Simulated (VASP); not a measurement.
# Be in VASP: single point with PBEsol

Aim: the single point of Be with PBEsol.

Program: VASP 6.6.1. These are calculated values, not measurements. Logs are shortened: lines on timing, memory, paths and dates and some standing lists are left out, and cuts for length are marked.

**1. The cell of the first run**

The cell holds a slab with vacuum, 19 atoms: a = 4.580 Å, b = 6.870 Å, c = 15.588 Å, α = 90.00°, β = 90.00°, γ = 60.00°.

**2. Single point, PBEsol**

INCAR

```
SYSTEM = Be
PREC     = Accurate       ! precision mode
ENCUT    = 520            ! plane-wave cutoff, eV
EDIFF    = 1E-6           ! SCF threshold, eV
ISMEAR   = 0              ! smearing method
SIGMA    = 0.05           ! smearing width, eV
LREAL    = Auto         
LASPH    = .True.         ! aspherical terms in the spheres
NELM     = 60             ! most SCF steps
ALGO     = Normal         ! electronic algorithm
ISIF     = 2              ! what is computed and relaxed
LWAVE    = .False.        ! write WAVECAR
LCHARG   = .False.        ! write CHGCAR
GGA      = PS             ! functional
NBANDS   = 34             ! bands
```

KPOINTS

```
regular mesh
0
Gamma
  5 4 1
  0 0 0
```

POSCAR

```
Be
1.0
    4.5800000000      0.0000000000      0.0000000000
    3.4350000000      5.9495950000      0.0000000000
    0.0000000000      0.0000000000     15.5884300000
Be
19
Direct
    0.0000000000      0.0000000000      0.0641501000
    0.5000000000      0.0000000000      0.0641501000
    0.0000000000      0.3333333000      0.0641501000
    0.5000000000      0.3333333000      0.0641501000
    0.0000000000      0.6666667000      0.0641501000
    0.5000000000      0.6666667000      0.0641501000
   -0.1714580358      0.2260047126      0.1811529148
    0.3356725108      0.2218777352      0.1835471887
   -0.1629169483      0.5538154250      0.1794954530
    0.3328879265      0.5534365114      0.1778240318
   -0.1662465908      0.8886774729      0.1797499967
    0.3304578236      0.8926092046      0.1798274503
   -0.0147122189      0.0158036331      0.2922911445
    0.5021455763     -0.0061243578      0.3068592938
    0.0000277797      0.3336476272      0.2979609752
    0.4908047794      0.3438035198      0.3024777789
   -0.0019861121      0.6606234357      0.2903676184
    0.5096209077      0.6610411425      0.2902550916
    0.1651421514     -0.2171024322      0.3863117890
```

Potentials or basis: VASP PAW PBE potentials, release 64 (Be).

Started as:

```sh
> cat potpaw_PBE.64/Be/POTCAR > POTCAR
> mpirun -np 1 vasp_std > vasp.out
```

OUTCAR:

```text
SYSTEM = Be
   PREC = Accurate
   ENCUT = 520
   EDIFF = 1E-6
   ISMEAR = 0
   LREAL = Auto
   LASPH = .True.
   NELM = 60
   ISIF = 2
   GGA = PS

 ion  position               nearest neighbor table
   1  0.000  0.000  0.064-  12 2.23  11 2.23   7 2.27   5 2.29   3 2.29   2 2.29   2 2.29   6 2.29
                             4 2.29
   2  0.500  0.000  0.064-  12 2.23  11 2.24   8 2.28   6 2.29   4 2.29   1 2.29   1 2.29   5 2.29
                             3 2.29
   3  0.000  0.333  0.064-   9 2.23   7 2.25   8 2.29   1 2.29   4 2.29   4 2.29   2 2.29   6 2.29
                             5 2.29
   4  0.500  0.333  0.064-  10 2.20   7 2.24   8 2.28   2 2.29   3 2.29   3 2.29   1 2.29   5 2.29
                             6 2.29
   5  0.000  0.667  0.064-  10 2.21   9 2.23  11 2.23   1 2.29   6 2.29   6 2.29   2 2.29   4 2.29
                             3 2.29
   6  0.500  0.667  0.064-  10 2.22   9 2.24  12 2.25   2 2.29   5 2.29   5 2.29   1 2.29   3 2.29
                             4 2.29
   7  0.829  0.226  0.181-  13 2.14   4 2.24  15 2.25   3 2.25  10 2.26   1 2.27   8 2.27   9 2.27
                            12 2.29  11 2.31   8 2.31  16 2.32
   8  0.336  0.222  0.184-  15 2.23   7 2.27  10 2.27  12 2.27   4 2.28   2 2.28   9 2.28  11 2.29
                             3 2.29  16 2.29   7 2.31  14 2.35
   9  0.837  0.554  0.179-  17 2.15  18 2.16   3 2.23   5 2.23   6 2.24  15 2.26  10 2.27   7 2.27
[... 9 lines left out ...]
  14  0.502  0.994  0.307-  18 2.28  17 2.29  13 2.30  13 2.31  15 2.32   8 2.35  12 2.36  11 2.38
                            16 2.38
  15  0.000  0.334  0.298-  13 2.22   8 2.23  17 2.24   7 2.25  18 2.25   9 2.26  16 2.28  16 2.30
                            14 2.32
  16  0.491  0.344  0.302-  17 2.23  18 2.23  13 2.26  15 2.28   8 2.29  15 2.30  10 2.31   7 2.32
                            14 2.38
  17  0.998  0.661  0.290-  19 2.04   9 2.15  11 2.19  10 2.20  16 2.23  18 2.24  15 2.24  14 2.29
                            18 2.34
  18  0.510  0.661  0.290-  19 2.03   9 2.16  12 2.20  10 2.21  16 2.23  17 2.24  15 2.25  14 2.28
                            17 2.34
  19  0.165  0.783  0.386-  13 2.02  18 2.03  17 2.04

  LATTYP: Found a simple monoclinic cell.
 ALAT       =     4.5800000000
 B/A-ratio  =     3.4035873362
 C/A-ratio  =     1.3228757576
 COS(beta)  =    -0.1889822219

  Lattice vectors:

 A1 = (   4.5800000000,   0.0000000000,   0.0000000000)
 A2 = (   0.0000000000,   0.0000000000, -15.5884300000)
 A3 = (  -1.1450000000,   5.9495950000,   0.0000000000)

Analysis of symmetry for initial positions (statically):
=====================================================================
 Subroutine PRICEL returns:
 Original cell was already a primitive cell.

 Routine SETGRP: Setting up the symmetry group for a
 simple monoclinic supercell.

 Subroutine GETGRP returns: Found  1 space group operations
 (whereof  1 operations were pure point group operations)
 out of a pool of  4 trial point group operations.

The static configuration has the point symmetry C_1 .

Analysis of symmetry for dynamics (positions and initial velocities):
=====================================================================
 Subroutine PRICEL returns:
 Original cell was already a primitive cell.

 Routine SETGRP: Setting up the symmetry group for a
 simple monoclinic supercell.

 Subroutine GETGRP returns: Found  1 space group operations
 (whereof  1 operations were pure point group operations)
 out of a pool of  4 trial point group operations.

The dynamic configuration has the point symmetry C_1 .

 Subroutine INISYM returns: Found  1 space group operations
 (whereof  1 operations are pure point group operations),
 and found     1 'primitive' translations

----------------------------------------------------------------------------------------

                                     Primitive cell

  volume of cell :     424.7714

  direct lattice vectors                    reciprocal lattice vectors
     4.580000000  0.000000000  0.000000000     0.218340611 -0.126059001  0.000000000
     3.435000000  5.949595000  0.000000000     0.000000000  0.168078668  0.000000000
     0.000000000  0.000000000 15.588430000     0.000000000  0.000000000  0.064150142

  length of vectors
     4.580000000  6.870000412 15.588430000     0.252118016  0.168078668  0.064150142

  position of ions in fractional coordinates (direct lattice)
     0.000000000  0.000000000  0.064150100
     0.500000000  0.000000000  0.064150100
     0.000000000  0.333333300  0.064150100
[... 50 lines left out ...]
     0.043668122 -0.025211800  0.000000000     0.200000000 -0.000000000  0.000000000
     0.000000000  0.042019667  0.000000000     0.000000000  0.250000000  0.000000000
     0.000000000  0.000000000  0.064150142     0.000000000  0.000000000  1.000000000

  Length of vectors
     0.050423603  0.042019667  0.064150142

  Shift w.r.t. Gamma in fractional coordinates (k-lattice)
     0.000000000  0.000000000  0.000000000

 Subroutine IBZKPT returns following result:
 ===========================================

 Found     11 irreducible k-points:

 Following reciprocal coordinates:
            Coordinates               Weight
  0.000000  0.000000  0.000000      1.000000
  0.200000  0.000000  0.000000      2.000000
  0.400000  0.000000  0.000000      2.000000
  0.000000  0.250000  0.000000      2.000000
  0.200000  0.250000  0.000000      2.000000
  0.400000  0.250000  0.000000      2.000000
 -0.400000  0.250000  0.000000      2.000000
 -0.200000  0.250000  0.000000      2.000000
  0.000000  0.500000  0.000000      1.000000
  0.200000  0.500000  0.000000      2.000000
  0.400000  0.500000  0.000000      2.000000
   k-points           NKPTS =     11   k-points in BZ     NKDIM =     11   number of bands    NBANDS=     34
   number of dos      NEDOS =    301   number of ions     NIONS =     19
   total plane-waves  NPLWV = 233280
   dimension x,y,z NGX =    36 NGY =   54 NGZ =  120
   dimension x,y,z NGXF=    72 NGYF=  108 NGZF=  240
   ions per type =              19
   NGX,Y,Z   is equivalent  to a cutoff of  13.07, 13.07, 12.80 a.u.
   NGXF,Y,Z  is equivalent  to a cutoff of  26.13, 26.13, 25.60 a.u.
 SYSTEM =  Be
   PREC   = accura    normal or accurate (medium, high low for compatibility)
   ISTART =      0    job   : 0-new  1-cont  2-samecut
   ICHARG =      2    charge: 1-file 2-atom 10-const
   ISPIN  =      1    spin polarized calculation?
   LNONCOLLINEAR =      F non collinear calculations
   LSORBIT =      F    spin-orbit coupling
   LASPH  =      T    aspherical Exc in radial PAW
   ENCUT  =  520.0 eV  38.22 Ry    6.18 a.u.   8.52 12.77 28.98*2*pi/ulx,y,z
   NELM   =     60;   NELMIN=  2; NELMDL= -5     # of ELM steps
   EDIFF  = 0.1E-05   stopping-criterion for ELM
   LREAL  =      T    real-space projection
   EDIFFG = 0.1E-04   stopping-criterion for IOM
   NSW    =      0    number of steps for IOM
   IBRION =     -1    ionic relax: 0-MD 1-quasi-New 2-CG
   NFREE  =      0    steps in history (QN), initial steepest desc. (CG)
   ISIF   =      2    stress and relaxation
   ISYM   =      2    0-nonsym 1-usesym 2-fastsym
   POTIM  = 0.5000    time-step for ionic-motion
   TEBEG  =    0.0;   TEEND  =   0.0 temperature during run
   PSTRESS=    0.0 pullay stress
   NELECT =      38.0000    total number of electrons
   NUPDOWN=      -1.0000    fix difference up-down
   EMIN   =  10.00;   EMAX   =-10.00  energy-range for DOS
   EFERMI =   0.00;   METHOD = LEGACY
   ISMEAR =     0;   SIGMA  =   0.05  broadening in eV -4-tet -1-fermi 0-gaus
   EFERMI_NEDOS =   21; number of points for ismear=-14 and -15
   IALGO  =     38    algorithm
   IMIX   =      4    mixing-type and parameters
     AMIX     =   0.40;   BMIX     =  1.00
     AMIX_MAG =   1.60;   BMIX_MAG =  1.00
  volume/ion in A,a.u.               =      22.36       150.87
  Fermi-wavevector in a.u.,A,eV,Ry     =   0.732180  1.383619  7.293906  0.536087
  Thomas-Fermi vector in A             =   1.824579
   LORBIT       =      0    0 simple, 1 ext, 2 COOP (PROOUT), +10 PAW based schemes
   GGA     = PS    functional components
   LHFCALC =     F    Hartree Fock is set to
   AEXX    =    0.0000 exact exchange contribution
   IVDW    =     0    specifies the selected vdW correction
   LEPSILON=     F    determine dielectric tensor
   LRPA    =     F    only Hartree local field effects (RPA)
 non-spin polarized calculation
 Gauss-broadening in eV      SIGMA  =   0.05
  energy-cutoff  :      520.00
  volume of cell :      424.77
 maximum number of plane-waves:     11487
 NGX is ok and might be reduce to    36
   NGX = 17   NGY = 25   NGZ = 57

 number of electron      38.0000000 magnetization

 Free energy of the ion-electron system (eV)
  ---------------------------------------------------
  ext. energy  EPLUGINS =         0.00000000
  ---------------------------------------------------
  free energy    TOTEN  =       -67.98998759 eV

  energy without entropy =      -67.98468362  energy(sigma->0) =      -67.98733561

 E-fermi :  -0.4848     XC(G=0):  -5.1599

 val. band max:       -0.5509614413   @ k =   0.2000   0.0000   0.0000
 cond. band min:      -0.4746770124   @ k =  -0.4000   0.2500   0.0000
 fundamental gap:      0.0762844289
 Fermi energy:        -0.4847941122

 k-point     1 :       0.0000    0.0000    0.0000
  band No.  band energies     occupation
      1     -10.2431      2.00000
      2      -8.2080      2.00000
      3      -7.1396      2.00000
      4      -7.0723      2.00000
      5      -5.5633      2.00000
      6      -5.0174      2.00000
[... 363 lines left out ...]
     30       3.8809      0.00000
     31       4.3017      0.00000
 [bands above 31 left out]

------------------------ aborting loop because EDIFF is reached ----------------------------------------

  FORCE on cell =-STRESS in cart. coord.  units (eV):
  Direction    XX          YY          ZZ          XY          YZ          ZX
  --------------------------------------------------------------------------------------
  -------------------------------------------------------------------------------------
  Total      -14.4932667    -11.6213423      0.2008362      0.3972111     -0.0020256      0.0028321
  in kB      -54.6665427    -43.8340520      0.7575257      1.4982239     -0.0076403      0.0106823
  external PRESSURE =     -32.5810230 kB  Pullay stress =       0.0000000 kB

 VOLUME and BASIS-vectors are now :
 -----------------------------------------------------------------------------
  energy-cutoff  :      520.00
  volume of cell :      424.77
      direct lattice vectors                 reciprocal lattice vectors
     4.580000000  0.000000000  0.000000000     0.218340611 -0.126059001  0.000000000
     3.435000000  5.949595000  0.000000000     0.000000000  0.168078668  0.000000000
     0.000000000  0.000000000 15.588430000     0.000000000  0.000000000  0.064150142

 POSITION                                       TOTAL-FORCE (eV/Angst)
 -----------------------------------------------------------------------------------
      0.00000      0.00000      1.00000        -0.048906      0.065049     -0.100845
      2.29000      0.00000      1.00000         0.057308      0.107302      0.004494
      1.14500      1.98320      1.00000        -0.022277     -0.090680      0.078884
      3.43500      1.98320      1.00000         0.020225     -0.139643      0.003055
      2.29000      3.96640      1.00000         0.033406      0.014705      0.028068
      4.58000      3.96640      1.00000        -0.033013      0.043258     -0.078109
[... 11 lines left out ...]
      4.60474      3.93293      4.52462         0.014601     -0.014783     -0.011664
      3.44560      4.65792      6.02199         0.002389     -0.006345      0.040278
 -----------------------------------------------------------------------------------
    total drift:                                0.000662     -0.000495      0.002472

  FREE ENERGIE OF THE ION-ELECTRON SYSTEM (eV)
  ---------------------------------------------------
  free  energy   TOTEN  =       -67.9899875917 eV

  energy  without entropy=      -67.9846836193  energy(sigma->0) =      -67.98733561
```

It took 2.7 min on 1 thread of Intel Xeon 6975P-C (Granite Rapids), shared host; peak memory 0.51 GiB.

What came out:

- Free energy: -67.9900 eV
- Largest force: 0.141 eV/Å
- Band gap on the k mesh: zero (band 19 reaches -0.34 eV, above the bottom of band 20 at -1.02 eV)

Forces in eV/Å, atoms in the order of the input:
```
Be  -0.049  0.065 -0.101
Be   0.057  0.107  0.004
Be  -0.022 -0.091  0.079
Be   0.020 -0.140  0.003
Be   0.033  0.015  0.028
Be  -0.033  0.043 -0.078
Be   0.012  0.004  0.000
Be  -0.001 -0.008  0.015
Be  -0.016  0.017  0.007
Be   0.004 -0.006  0.007
Be  -0.023 -0.003 -0.005
Be   0.012 -0.009  0.006
Be  -0.010  0.020 -0.009
Be   0.021 -0.003  0.016
Be  -0.004 -0.007 -0.002
Be  -0.004  0.012  0.003
Be  -0.015  0.004 -0.003
Be   0.015 -0.015 -0.012
Be   0.002 -0.006  0.040
```

Caveat: the PAW data sets were made with another functional, which shifts forces and pressure a little.
